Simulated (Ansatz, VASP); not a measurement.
## NaCl: VASP beside Ansatz

```
Na Cl
1.0
    -0.04017    2.76253    2.76253
     2.76253   -0.04017    2.76253
     2.76253    2.76253   -0.04017
Na Cl
1 1
Direct
  0.00000 0.00000 0.00000
  0.50000 0.50000 0.50000
```

Change from the starting cell: shear_111 strain -2.1%.

Alike in both runs: task single point; functional PBE; k mesh 8 × 8 × 8; occupations fermi-dirac, width 0.02 eV; no spin polarisation.

|  | VASP | Ansatz |
| --- | --- | --- |
| version | VASP 6.6.1 | Ansatz 0.2.0 |
| potentials or method | VASP PAW PBE potentials, release 64 (Na_pv, Cl) | plane waves, PAW |
| plane-wave cutoff (eV) | 520 | 420 |
| valence electrons in the cell | 14 | 16 |

|  | VASP | Ansatz | Ansatz less VASP |
| --- | --- | --- | --- |
| gap on the k mesh at the Fermi level (eV) | 5.21 | 5.21 | 0.000 |
| pressure (GPa) | 1.9 | 1.9 | +0.02 |
| traceless stress, the component that is largest in VASP (GPa) | 0.18 | 0.18 | -0.001 |

VASP's potentials hold 14 valence electrons a cell and Ansatz's 16, so a difference there can come from the potentials and not from the codes.
